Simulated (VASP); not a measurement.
# Nb (P6_3/mmc) in VASP: further runs

The runs below take Nb through single point, with LDA.

Program: VASP 6.6.1. These are calculated values, not measurements. Logs are shortened: lines on timing, memory, paths and dates and some standing lists are left out, and cuts for length are marked.

## 1. The cell of the first run

Symmetry: P6_3/mmc, No. 194, hexagonal system. Conventional cell: a = 2.806 Å, b = 2.806 Å, c = 5.143 Å, α = 90.00°, β = 90.00°, γ = 120.00°. Nb (site symmetry -6m2) has 12 Nb at 2.81 to 3.04 Å within 3.7 Å.

This isn't the form of Nb at room conditions, which is bcc.

## 2. Single point, LDA

Contents of INCAR:

```
PREC = Accurate
ENCUT = 520
EDIFF = 1E-6
ISMEAR = -1
SIGMA = 0.05
LREAL = False
LASPH = True
NELM = 80
ALGO = Normal
ISIF = 2
LWAVE = False
LCHARG = True
GGA = CA
LELF = True
LVHAR = True
NBANDS = 20
```

Contents of KPOINTS:

```
Automatic mesh
0
Gamma
  15 15 8
```

Contents of POSCAR:

```
Nb
1.0
    2.8057087663      0.0000000000      0.0000000000
   -1.4028543832      2.4298150672      0.0000000000
    0.0000000000      0.0000000000      5.1431581204
Nb
2
Direct
    0.3333333333      0.6666666667      0.2500000000
    0.6666666667      0.3333333333      0.7500000000
```

Potentials or basis: VASP PAW LDA potentials, release 64 (Nb_sv).

Started as:

```bash
$ cat potpaw_LDA.64/Nb_sv/POTCAR > POTCAR
$ mpirun -np 1 vasp_std > vasp.out
```

OUTCAR:

```text
PREC = Accurate
   ENCUT = 520
   EDIFF = 1E-6
   ISMEAR = -1
   LREAL = False
   LASPH = True
   NELM = 80
   ISIF = 2
   GGA = CA

 ion  position               nearest neighbor table
   1  0.333  0.667  0.250-   2 3.04   2 3.04   2 3.04   2 3.04   2 3.04   2 3.04
   2  0.667  0.333  0.750-   1 3.04   1 3.04   1 3.04   1 3.04   1 3.04   1 3.04

  LATTYP: Found a hexagonal cell.
 ALAT       =     2.8057087663
 C/A-ratio  =     1.8331047692

  Lattice vectors:

 A1 = (   2.8057087663,   0.0000000000,   0.0000000000)
 A2 = (  -1.4028543832,   2.4298150672,   0.0000000000)
 A3 = (   0.0000000000,   0.0000000000,   5.1431581204)

Analysis of symmetry for initial positions (statically):
=====================================================================
 Subroutine PRICEL returns:
 Original cell was already a primitive cell.

 Routine SETGRP: Setting up the symmetry group for a
 hexagonal supercell.

 Subroutine GETGRP returns: Found 24 space group operations
 (whereof 12 operations were pure point group operations)
 out of a pool of 24 trial point group operations.

The static configuration has the point symmetry D_3d.
 The point group associated with its full space group is D_6h.

Analysis of symmetry for dynamics (positions and initial velocities):
=====================================================================
 Subroutine PRICEL returns:
 Original cell was already a primitive cell.

 Routine SETGRP: Setting up the symmetry group for a
 hexagonal supercell.

 Subroutine GETGRP returns: Found 24 space group operations
 (whereof 12 operations were pure point group operations)
 out of a pool of 24 trial point group operations.

The dynamic configuration has the point symmetry D_3d.
 The point group associated with its full space group is D_6h.

 Subroutine INISYM returns: Found 24 space group operations
 (whereof 12 operations are pure point group operations),
 and found     1 'primitive' translations

----------------------------------------------------------------------------------------

                                     Primitive cell

  volume of cell :      35.0627

  direct lattice vectors                    reciprocal lattice vectors
     2.805708766  0.000000000  0.000000000     0.356416180  0.205776977  0.000000000
    -1.402854383  2.429815067  0.000000000     0.000000000  0.411553955  0.000000000
     0.000000000  0.000000000  5.143158120     0.000000000  0.000000000  0.194433066

  length of vectors
     2.805708766  2.805708766  5.143158120     0.411553955  0.411553955  0.194433066

  position of ions in fractional coordinates (direct lattice)
     0.333333333  0.666666667  0.250000000
     0.666666667  0.333333333  0.750000000

  ion indices of the primitive-cell ions
   primitive index   ion index
                 1           1
                 2           2

----------------------------------------------------------------------------------------

 KPOINTS: Automatic mesh

Automatic generation of k-mesh.
 Grid dimensions read from file:
 generate k-points for:   15   15    8

 Generating k-lattice:

  Cartesian coordinates                     Fractional coordinates (reciprocal lattice)
     0.023761079  0.013718465  0.000000000     0.066666667  0.000000000  0.000000000
     0.000000000  0.027436930  0.000000000     0.000000000  0.066666667  0.000000000
     0.000000000  0.000000000  0.024304133     0.000000000  0.000000000  0.125000000

  Length of vectors
     0.027436930  0.027436930  0.024304133

  Shift w.r.t. Gamma in fractional coordinates (k-lattice)
     0.000000000  0.000000000  0.000000000

 Subroutine IBZKPT returns following result:
 ===========================================

 Found    135 irreducible k-points:

 Following reciprocal coordinates:
            Coordinates               Weight
  0.000000  0.000000  0.000000      1.000000
  0.066667 -0.000000  0.000000      6.000000
  0.133333 -0.000000  0.000000      6.000000
  0.200000 -0.000000  0.000000      6.000000
  0.266667 -0.000000  0.000000      6.000000
  0.333333 -0.000000  0.000000      6.000000
[... 16 lines left out ...]
  0.333333  0.200000  0.000000     12.000000
  0.400000  0.200000  0.000000      6.000000
 [... further k-points ...]
   k-points           NKPTS =    135   k-points in BZ     NKDIM =    135   number of bands    NBANDS=     20
   number of dos      NEDOS =    301   number of ions     NIONS =      2
   total plane-waves  NPLWV =  23040
   dimension x,y,z NGX =    24 NGY =   24 NGZ =   40
   dimension x,y,z NGXF=    48 NGYF=   48 NGZF=   80
   ions per type =               2
   NGX,Y,Z   is equivalent  to a cutoff of  14.22, 14.22, 12.93 a.u.
   NGXF,Y,Z  is equivalent  to a cutoff of  28.44, 28.44, 25.86 a.u.
 SYSTEM =  unknown system
   PREC   = accura    normal or accurate (medium, high low for compatibility)
   ISTART =      0    job   : 0-new  1-cont  2-samecut
   ICHARG =      2    charge: 1-file 2-atom 10-const
   ISPIN  =      1    spin polarized calculation?
   LNONCOLLINEAR =      F non collinear calculations
   LSORBIT =      F    spin-orbit coupling
   LASPH  =      T    aspherical Exc in radial PAW
   ENCUT  =  520.0 eV  38.22 Ry    6.18 a.u.   5.22  5.22  9.56*2*pi/ulx,y,z
   NELM   =     80;   NELMIN=  2; NELMDL= -5     # of ELM steps
   EDIFF  = 0.1E-05   stopping-criterion for ELM
   LREAL  =      F    real-space projection
[... 7 lines left out ...]
   TEBEG  =    0.0;   TEEND  =   0.0 temperature during run
   PSTRESS=    0.0 pullay stress
   NELECT =      26.0000    total number of electrons
   NUPDOWN=      -1.0000    fix difference up-down
   EMIN   =  10.00;   EMAX   =-10.00  energy-range for DOS
   EFERMI =   0.00;   METHOD = LEGACY
   ISMEAR =    -1;   SIGMA  =   0.05  broadening in eV -4-tet -1-fermi 0-gaus
   EFERMI_NEDOS =   21; number of points for ismear=-14 and -15
   IALGO  =     38    algorithm
   IMIX   =      4    mixing-type and parameters
     AMIX     =   0.40;   BMIX     =  1.00
     AMIX_MAG =   1.60;   BMIX_MAG =  1.00
  volume/ion in A,a.u.               =      17.53       118.31
  Fermi-wavevector in a.u.,A,eV,Ry     =   1.481781  2.800160 29.873975  2.195675
  Thomas-Fermi vector in A             =   2.595649
   LORBIT       =      0    0 simple, 1 ext, 2 COOP (PROOUT), +10 PAW based schemes
   GGA     = CA    functional components
   LHFCALC =     F    Hartree Fock is set to
   AEXX    =    0.0000 exact exchange contribution
   IVDW    =     0    specifies the selected vdW correction
   LEPSILON=     F    determine dielectric tensor
   LRPA    =     F    only Hartree local field effects (RPA)
 non-spin polarized calculation
  energy-cutoff  :      520.00
  volume of cell :       35.06
 maximum number of plane-waves:       961
 NGX is ok and might be reduce to    24
   NGX = 11   NGY = 11   NGZ = 19

 number of electron      26.0000000 magnetization

 Free energy of the ion-electron system (eV)
  ---------------------------------------------------
  ext. energy  EPLUGINS =         0.00000000
  ---------------------------------------------------
  free energy    TOTEN  =       -21.88487280 eV

  energy without entropy =      -21.86362558  energy(sigma->0) =      -21.87424919

 E-fermi :  11.7346     XC(G=0): -12.8375

 val. band max:       11.7109139309   @ k =   0.2667   0.2000   0.3750
 cond. band min:      11.7382417350   @ k =   0.3333   0.2000   0.1250
 fundamental gap:      0.0273278042
 Fermi energy:        11.7345644242

 k-point     1 :       0.0000    0.0000    0.0000
  band No.  band energies     occupation
      1     -42.6501      2.00000
      2     -42.4873      2.00000
      3     -19.3991      2.00000
      4     -18.2573      2.00000
      5     -17.9909      2.00000
      6     -17.9909      2.00000
[... 12 lines left out ...]
     19      16.3011      0.00000
     20      16.3011      0.00000

 k-point     2 :       0.0667   -0.0000    0.0000
  band No.  band energies     occupation
      1     -42.6374      2.00000
      2     -42.4776      2.00000
      3     -19.3776      2.00000
      4     -18.2576      2.00000
      5     -18.0645      2.00000
      6     -18.0102      2.00000
[... 12 lines left out ...]
     19      16.3570      0.00000
     20      16.7723      0.00000

 k-point     3 :       0.1333   -0.0000    0.0000
  band No.  band energies     occupation
      1     -42.6009      2.00000
      2     -42.4501      2.00000
      3     -19.3152      2.00000
      4     -18.2705      2.00000
      5     -18.2596      2.00000
      6     -18.1713      2.00000
[... 12 lines left out ...]
     19      16.4629      0.00000
     20      17.7773      0.00000

 k-point     4 :       0.2000   -0.0000    0.0000
  band No.  band energies     occupation
      1     -42.5462      2.00000
      2     -42.4099      2.00000
      3     -19.2185      2.00000
      4     -18.5687      2.00000
      5     -18.4633      2.00000
      6     -18.2668      2.00000
[... 12 lines left out ...]
     19      16.5384      0.00000
     20      18.9329      0.00000

 k-point     5 :       0.2667   -0.0000    0.0000
  band No.  band energies     occupation
      1     -42.4814      2.00000
      2     -42.3644      2.00000
      3     -19.0980      2.00000
      4     -18.9032      2.00000
      5     -18.7849      2.00000
      6     -18.2835      2.00000
[... 12 lines left out ...]
     19      16.5604      0.00000
     20      20.0682      0.00000
[... 353 lines left out ...]
      6     -18.4435      2.00000
[... 12 lines left out ...]
     19      17.2487      0.00000
     20      21.3335      0.00000

 k-point    22 :       0.2667    0.2000    0.0000
  band No.  band energies     occupation
      1     -42.3500      2.00000
      2     -42.2842      2.00000
      3     -19.2667      2.00000
      4     -19.1871      2.00000
      5     -18.8186      2.00000
      6     -18.5912      2.00000
[... 12 lines left out ...]
     19      18.6014      0.00000
     20      22.1913      0.00000

 k-point    23 :       0.3333    0.2000    0.0000
  band No.  band energies     occupation
      1     -42.3119      2.00000
      2     -42.2680      2.00000
      3     -19.3782      2.00000
      4     -19.2503      2.00000
      5     -18.7166      2.00000
      6     -18.7071      2.00000
[... 12 lines left out ...]
     19      19.6308      0.00000
     20      21.6607      0.00000

 k-point    24 :       0.4000    0.2000    0.0000
  band No.  band energies     occupation
      1     -42.2967      2.00000
      2     -42.2640      2.00000
      3     -19.4170      2.00000
      4     -19.2696      2.00000
      5     -18.7515      2.00000
      6     -18.6686      2.00000
[... 12 lines left out ...]
     19      20.0115      0.00000
     20      21.1653      0.00000

 [... further k-points ...]
[... 5 lines left out ...]
  --------------------------------------------------------------------------------------
  -------------------------------------------------------------------------------------
  Total        0.2170978      0.2170978      0.2186627     -0.0000000      0.0000000     -0.0000000
  in kB        9.9201990      9.9201990      9.9917061     -0.0000000      0.0000000     -0.0000000
  external PRESSURE =       9.9440347 kB  Pullay stress =       0.0000000 kB

 VOLUME and BASIS-vectors are now :
 -----------------------------------------------------------------------------
  energy-cutoff  :      520.00
  volume of cell :       35.06
      direct lattice vectors                 reciprocal lattice vectors
     2.805708766  0.000000000  0.000000000     0.356416180  0.205776977  0.000000000
    -1.402854383  2.429815067  0.000000000     0.000000000  0.411553955  0.000000000
     0.000000000  0.000000000  5.143158120     0.000000000  0.000000000  0.194433066

 POSITION                                       TOTAL-FORCE (eV/Angst)
 -----------------------------------------------------------------------------------
     -0.00000      1.61988      1.28579         0.000000     -0.000000      0.000000
      1.40285      0.80994      3.85737        -0.000000      0.000000      0.000000
 -----------------------------------------------------------------------------------
    total drift:                               -0.000000      0.000000     -0.000000

  FREE ENERGIE OF THE ION-ELECTRON SYSTEM (eV)
  ---------------------------------------------------
  free  energy   TOTEN  =       -21.8848727954 eV

  energy  without entropy=      -21.8636255796  energy(sigma->0) =      -21.87424919
```

Wall time 1.7 min (1 thread of Intel Xeon 8259CL, shared host); peak memory 0.17 GiB.

What came out:

| Quantity | Value |
| --- | --- |
| Free energy | -21.8849 eV |
| Pressure | 1.0 GPa |
| Band gap on the k mesh | zero (bands 13 and 14 overlap by 3.07 eV) |

## 3. Single point, LDA

Contents of INCAR:

```
SYSTEM = Nb
ALGO = Normal
EDIFF = 1E-6
ENCUT = 520
GGA = CA
ISIF = 2
ISMEAR = -1
LASPH = .True.
LCHARG = .True.
LELF = .True.
LREAL = .False.
LVHAR = .True.
LWAVE = .False.
NBANDS = 20
NELM = 80
PREC = Accurate
SIGMA = 0.05
```

Contents of KPOINTS:

```
k-points
0
Gamma
  15 15 8
  0 0 0
```

POSCAR is that of step 2.

Potentials or basis: VASP PAW LDA potentials, release 64 (Nb_sv).

Started as:

```bash
$ cat potpaw_LDA.64/Nb_sv/POTCAR > POTCAR
$ mpirun -np 1 vasp_std > vasp.out
```

Wall time 1.8 min (1 thread of Intel Xeon 8259CL, shared host); peak memory 0.17 GiB.

Results (log left out):

```yaml
Free_energy: -21.8849 eV
Pressure: 1.0 GPa
Band_gap_on_the_k_mesh: zero (bands 13 and 14 overlap by 3.07 eV)
```

Levels at points of the mesh, in eV from the Fermi level:
```tsv
k point	band 11	band 12	band 13	band 14	band 15	band 16
(0.00, 0.00, 0.00)	-1.14	0.29	0.29	0.68	0.76	0.76
(0.00, 0.00, 0.50)	-1.33	-1.33	0.35	0.35	0.35	0.35
```

The gap in the log of VASP goes by the Fermi energy; the results here count the filled bands.